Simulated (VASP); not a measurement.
# B3As (Pm-3m) in VASP: further runs, part 2 of 2

VASP 6.6.1. Earlier steps stand in the parts before.

### 3 Single point, PBE

This run uses another cell than the first one, of 11.08 Å³/atom, 1.150 times its volume.

INCAR

```
SYSTEM = B3As
PREC = Accurate
ENCUT = 520
EDIFF = 1E-6
ISMEAR = 0
SIGMA = 0.1
LREAL = .FALSE.
LASPH = .TRUE.
NELM = 100
ALGO = Normal
ISIF = 2
LWAVE = .FALSE.
LCHARG = .FALSE.
GGA = PE
NBANDS = 15
```

KPOINTS

```
Automatic mesh
0
G
  6 6 6
  0 0 0
```

POSCAR

```
B3As
1.0
    3.5389621900      0.0000000000      0.0000000000
    0.0000000000      3.5389621900      0.0000000000
    0.0000000000      0.0000000000      3.5389621900
B As
3 1
Direct
    0.0000000000      0.5000000000      0.5000000000
    0.5000000000      0.0000000000      0.5000000000
    0.5000000000      0.5000000000      0.0000000000
    0.0000000000      0.0000000000      0.0000000000
```

Potentials or basis: VASP PAW PBE potentials, release 64 (B, As).

On the command line:

```sh
$ cat potpaw_PBE.64/B/POTCAR potpaw_PBE.64/As/POTCAR > POTCAR
$ mpirun -np 1 vasp_std > vasp.out
```

OUTCAR:

```text
SYSTEM = B3As
   PREC = Accurate
   ENCUT = 520
   EDIFF = 1E-6
   ISMEAR = 0
   LREAL = .FALSE.
   LASPH = .TRUE.
   NELM = 100
   ISIF = 2
   GGA = PE

 ion  position               nearest neighbor table
   1  0.000  0.500  0.500-   4 2.50   4 2.50   4 2.50   4 2.50
   2  0.500  0.000  0.500-   4 2.50   4 2.50   4 2.50   4 2.50
   3  0.500  0.500  0.000-   4 2.50   4 2.50   4 2.50   4 2.50
   4  0.000  0.000  0.000-   1 2.50   2 2.50   3 2.50   1 2.50   2 2.50   1 2.50   3 2.50   1 2.50
                             2 2.50   3 2.50   2 2.50   3 2.50

  LATTYP: Found a simple cubic cell.
 ALAT       =     3.5389621900

  Lattice vectors:

 A1 = (   3.5389621900,   0.0000000000,   0.0000000000)
 A2 = (   0.0000000000,   3.5389621900,   0.0000000000)
 A3 = (   0.0000000000,   0.0000000000,   3.5389621900)

Analysis of symmetry for initial positions (statically):
=====================================================================
 Subroutine PRICEL returns:
 Original cell was already a primitive cell.

 Routine SETGRP: Setting up the symmetry group for a
 simple cubic supercell.

 Subroutine GETGRP returns: Found 48 space group operations
 (whereof 48 operations were pure point group operations)
 out of a pool of 48 trial point group operations.

The static configuration has the point symmetry O_h .

Analysis of symmetry for dynamics (positions and initial velocities):
=====================================================================
 Subroutine PRICEL returns:
 Original cell was already a primitive cell.

 Routine SETGRP: Setting up the symmetry group for a
 simple cubic supercell.

 Subroutine GETGRP returns: Found 48 space group operations
 (whereof 48 operations were pure point group operations)
 out of a pool of 48 trial point group operations.

The dynamic configuration has the point symmetry O_h .

 Subroutine INISYM returns: Found 48 space group operations
 (whereof 48 operations are pure point group operations),
 and found     1 'primitive' translations

----------------------------------------------------------------------------------------

                                     Primitive cell

  volume of cell :      44.3229

  direct lattice vectors                    reciprocal lattice vectors
     3.538962190  0.000000000  0.000000000     0.282568715  0.000000000  0.000000000
     0.000000000  3.538962190  0.000000000     0.000000000  0.282568715  0.000000000
     0.000000000  0.000000000  3.538962190     0.000000000  0.000000000  0.282568715

  length of vectors
     3.538962190  3.538962190  3.538962190     0.282568715  0.282568715  0.282568715

  position of ions in fractional coordinates (direct lattice)
     0.000000000  0.500000000  0.500000000
     0.500000000  0.000000000  0.500000000
     0.500000000  0.500000000  0.000000000
     0.000000000  0.000000000  0.000000000

  ion indices of the primitive-cell ions
   primitive index   ion index
                 1           1
                 2           2
                 3           3
                 4           4

----------------------------------------------------------------------------------------

 KPOINTS: Automatic mesh

[... 46 lines left out ...]
   total plane-waves  NPLWV =  21952
   dimension x,y,z NGX =    28 NGY =   28 NGZ =   28
   dimension x,y,z NGXF=    56 NGYF=   56 NGZF=   56
   ions per type =               3   1
   NGX,Y,Z   is equivalent  to a cutoff of  13.15, 13.15, 13.15 a.u.
   NGXF,Y,Z  is equivalent  to a cutoff of  26.31, 26.31, 26.31 a.u.
 SYSTEM =  B3As
   PREC   = accura    normal or accurate (medium, high low for compatibility)
   ISTART =      0    job   : 0-new  1-cont  2-samecut
   ICHARG =      2    charge: 1-file 2-atom 10-const
   ISPIN  =      1    spin polarized calculation?
   LNONCOLLINEAR =      F non collinear calculations
   LSORBIT =      F    spin-orbit coupling
   LASPH  =      T    aspherical Exc in radial PAW
   ENCUT  =  520.0 eV  38.22 Ry    6.18 a.u.   6.58  6.58  6.58*2*pi/ulx,y,z
   NELM   =    100;   NELMIN=  2; NELMDL= -5     # of ELM steps
   EDIFF  = 0.1E-05   stopping-criterion for ELM
   LREAL  =      F    real-space projection
   EDIFFG = 0.1E-04   stopping-criterion for IOM
   NSW    =      0    number of steps for IOM
   IBRION =     -1    ionic relax: 0-MD 1-quasi-New 2-CG
   NFREE  =      0    steps in history (QN), initial steepest desc. (CG)
   ISIF   =      2    stress and relaxation
   ISYM   =      2    0-nonsym 1-usesym 2-fastsym
   POTIM  = 0.5000    time-step for ionic-motion
   TEBEG  =    0.0;   TEEND  =   0.0 temperature during run
   PSTRESS=    0.0 pullay stress
   NELECT =      14.0000    total number of electrons
   NUPDOWN=      -1.0000    fix difference up-down
   EMIN   =  10.00;   EMAX   =-10.00  energy-range for DOS
   EFERMI =   0.00;   METHOD = LEGACY
   ISMEAR =     0;   SIGMA  =   0.10  broadening in eV -4-tet -1-fermi 0-gaus
   EFERMI_NEDOS =   21; number of points for ismear=-14 and -15
   IALGO  =     38    algorithm
   IMIX   =      4    mixing-type and parameters
     AMIX     =   0.40;   BMIX     =  1.00
     AMIX_MAG =   1.60;   BMIX_MAG =  1.00
  volume/ion in A,a.u.               =      11.08        74.78
  Fermi-wavevector in a.u.,A,eV,Ry     =   1.114915  2.106883 16.912511  1.243034
  Thomas-Fermi vector in A             =   2.251514
   LORBIT       =      0    0 simple, 1 ext, 2 COOP (PROOUT), +10 PAW based schemes
   GGA     = PE    functional components
   LHFCALC =     F    Hartree Fock is set to
   AEXX    =    0.0000 exact exchange contribution
   IVDW    =     0    specifies the selected vdW correction
   LEPSILON=     F    determine dielectric tensor
   LRPA    =     F    only Hartree local field effects (RPA)
 non-spin polarized calculation
 Gauss-broadening in eV      SIGMA  =   0.10
  energy-cutoff  :      520.00
  volume of cell :       44.32
 maximum number of plane-waves:      1222
 NGX is ok and might be reduce to    28
   NGX = 13   NGY = 13   NGZ = 13

 number of electron      14.0000000 magnetization

 Free energy of the ion-electron system (eV)
  ---------------------------------------------------
  ext. energy  EPLUGINS =         0.00000000
  ---------------------------------------------------
  free energy    TOTEN  =       -16.57694808 eV

  energy without entropy =      -16.56325587  energy(sigma->0) =      -16.57010198

 E-fermi :   6.5242     XC(G=0): -11.2820

 val. band max:        6.4870479440   @ k =   0.1667   0.1667   0.0000
 cond. band min:       6.5682908376   @ k =   0.3333   0.1667   0.0000
 fundamental gap:      0.0812428936
 Fermi energy:         6.5241500108

 k-point     1 :       0.0000    0.0000    0.0000
  band No.  band energies     occupation
      1      -8.9342      2.00000
      2       1.3416      2.00000
      3       1.3416      2.00000
      4       1.3416      2.00000
      5       1.8852      2.00000
      6       3.9077      2.00000
      7       3.9077      2.00000
      8       9.5807      0.00000
      9       9.5807      0.00000
     10       9.5807      0.00000
     11      10.2041      0.00000
     12      10.2041      0.00000
     13      10.2041      0.00000
     14      16.1592      0.00000
[... 329 lines left out ...]
      2      -0.7304      2.00000
      3      -0.7304      2.00000
      4      -0.7304      2.00000
      5       0.7986      2.00000
      6       0.7986      2.00000
      7       0.7986      2.00000
      8       0.9428      2.00000
      9      13.3757      0.00000
     10      13.3757      0.00000
     11      13.3757      0.00000
     12      13.9127      0.00000
     13      13.9127      0.00000
     14      15.3730      0.00000
     15      15.3730      0.00000

------------------------ aborting loop because EDIFF is reached ----------------------------------------

  FORCE on cell =-STRESS in cart. coord.  units (eV):
  Direction    XX          YY          ZZ          XY          YZ          ZX
  --------------------------------------------------------------------------------------
  -------------------------------------------------------------------------------------
  Total       -3.1774708     -3.1774708     -3.1774708      0.0000000      0.0000000     -0.0000000
  in kB     -114.8588284   -114.8588284   -114.8588284      0.0000000      0.0000000     -0.0000000
  external PRESSURE =    -114.8588284 kB  Pullay stress =       0.0000000 kB

 VOLUME and BASIS-vectors are now :
 -----------------------------------------------------------------------------
  energy-cutoff  :      520.00
  volume of cell :       44.32
      direct lattice vectors                 reciprocal lattice vectors
     3.538962190  0.000000000  0.000000000     0.282568715  0.000000000  0.000000000
     0.000000000  3.538962190  0.000000000     0.000000000  0.282568715  0.000000000
     0.000000000  0.000000000  3.538962190     0.000000000  0.000000000  0.282568715

 POSITION                                       TOTAL-FORCE (eV/Angst)
 -----------------------------------------------------------------------------------
      0.00000      1.76948      1.76948         0.000000      0.000000      0.000000
      1.76948      0.00000      1.76948         0.000000      0.000000      0.000000
      1.76948      1.76948      0.00000         0.000000      0.000000      0.000000
      0.00000      0.00000      0.00000         0.000000      0.000000      0.000000
 -----------------------------------------------------------------------------------
    total drift:                                0.000000      0.000000      0.000000

  FREE ENERGIE OF THE ION-ELECTRON SYSTEM (eV)
  ---------------------------------------------------
  free  energy   TOTEN  =       -16.5769480843 eV

  energy  without entropy=      -16.5632558673  energy(sigma->0) =      -16.57010198
```

It took 14 s on 1 thread of Intel Xeon Platinum 8375C at 2.90GHz (Ice Lake), shared host; peak memory 0.15 GiB.

What came out:

```yaml
Free_energy: -16.5769 eV
Pressure: -11.5 GPa
Band_gap_on_the_k_mesh: zero (band 7 reaches 7.48 eV, above the bottom of band 8 at 0.94 eV)
```

### 4 Relaxation of cell and atoms, PBE

This run uses another cell than the first one, of 11.08 Å³/atom, 1.150 times its volume.

INCAR

```
ALGO = Normal ; EDIFF = 1E-7
EDIFFG = -0.04 ; ENCUT = 600
GGA = PE ; IBRION = 2
ISIF = 3 ; ISMEAR = 0
LASPH = True ; LCHARG = False
LREAL = False ; LWAVE = False
NELM = 80 ; NSW = 90
PREC = Accurate ; SIGMA = 0.1
```

KPOINTS

```
k-points
0
Gamma
  6 6 6
```

POSCAR is that of step 3.

On the command line:

```sh
$ cat potpaw_PBE.64/B/POTCAR potpaw_PBE.64/As/POTCAR > POTCAR
$ mpirun -np 1 vasp_std > vasp.out
```

Run time: 29 s. Hardware: 1 thread of Intel Xeon Platinum 8375C at 2.90GHz (Ice Lake), shared host; peak memory 0.16 GiB.

It converged, with:

- Free energy: -16.8201 eV
- Relaxed volume: 9.69 Å³/atom
- Relaxed cell: a = 3.384 Å, b = 3.384 Å, c = 3.384 Å, α = 90.00°, β = 90.00°, γ = 90.00°
- Space group after relaxing (to 0.05 Å): Pm-3m (No. 221)
- Energy gained by relaxing: 60.5 meV/atom
- Ionic steps: 3
- Pressure after relaxing: -0.4 GPa
- Band gap on the k mesh: zero (band 7 reaches 9.34 eV, above the bottom of band 8 at 1.96 eV)

Step by step:
```
step  energy change (eV)  largest force (eV/Å)  pressure (GPa)  volume (Å³)
   1              0.0000                0.0000          -11.50        44.32
   2             -0.2363                0.0000           -2.25        39.41
   3             -0.2418                0.0000           -0.39        38.75
```

Final structure:
```yaml
crystal:
  lattice:
    - [3.38398, 0.00000, 0.00000]
    - [0.00000, 3.38398, 0.00000]
    - [0.00000, 0.00000, 3.38398]
  atoms:
    - { symbol: B, position: [0.00000, 0.50000, 0.50000] }
    - { symbol: B, position: [0.50000, 0.00000, 0.50000] }
    - { symbol: B, position: [0.50000, 0.50000, 0.00000] }
    - { symbol: As, position: [0.00000, 0.00000, 0.00000] }
```

Levels at points of the mesh, in eV from the Fermi level:
```
           k point  band 3  band 4  band 5  band 6  band 7  band 8  band 9  band 10  band 11
(0.00, 0.00, 0.00)   -5.95   -5.95   -4.21   -2.60   -2.60    3.19    3.19     3.19     4.16
(0.50, 0.00, 0.00)   -3.25   -3.25   -2.38   -2.38   -1.94   -0.67   -0.45     0.08     5.98
(0.50, 0.50, 0.00)  -10.16   -9.05   -0.17    0.07    0.07    0.41    0.90     1.76     1.76
(0.50, 0.50, 0.50)   -8.28   -8.28   -6.53   -6.07   -6.07   -6.07    7.59     7.59     7.59
```

### 5 The runs side by side

| task | cell | cutoff (eV) | gap on the mesh (eV) | pressure (GPa) |
| --- | --- | --- | --- | --- |
| single point | a = 3.378 Å, 4 atoms | 520 | none | 0.3 |
| single point | a = 3.539 Å, 4 atoms | 520 | none | -11.5 |
| relaxation of cell and atoms | relaxed from a = 3.539 Å, 4 atoms | 600 | none | -0.4 |

Alike in all rows: level PBE; potentials or basis VASP PAW PBE potentials, release 64 (B, As); no spin polarisation; k mesh 6 × 6 × 6; smearing gaussian 0.1 eV.

Absolute energies hang on the potentials; compare differences alone.
